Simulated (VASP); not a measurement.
Input of a VASP 6.6.1 run:

Contents of INCAR:

```
ALGO = Normal
EDIFF = 1E-6
ENCUT = 520
GGA = CA
GGA_COMPAT = F
ISIF = 2
ISMEAR = -1
LASPH = T
LCHARG = F
LORBIT = 11
LORBMOM = T
LREAL = F
LSORBIT = T
LWAVE = F
MAGMOM = 0 0 0 0 0 0
NBANDS = 42
NELM = 150
PREC = Accurate
SIGMA = 0.05
```

File KPOINTS:

```
k-points
0
Gamma
  5 5 7
```

POSCAR

```
Bi
1.0
    3.4885980000     -3.1325780000      0.0000000000
    3.4885980000      3.1325780000      0.0000000000
   -1.2602350000      0.0000000000      3.1135500000
Bi
2
Direct
    0.7530610000      0.7530610000      0.8573820000
    0.2469390000      0.2469390000      0.1426180000
```

Potentials or basis: VASP PAW LDA potentials, release 64 (Bi_d).

Command:

```bash
$ cat potpaw_LDA.64/Bi_d/POTCAR > POTCAR
$ mpirun -np 1 vasp_ncl > vasp.out
```

(1) Estimate the largest force.

(2) Estimate the net moment.

(3) Predict the pressure.

Results:

(1) 0.051 eV/Å.

(2) 0.00 μB per cell.

(3) -2.5 GPa.
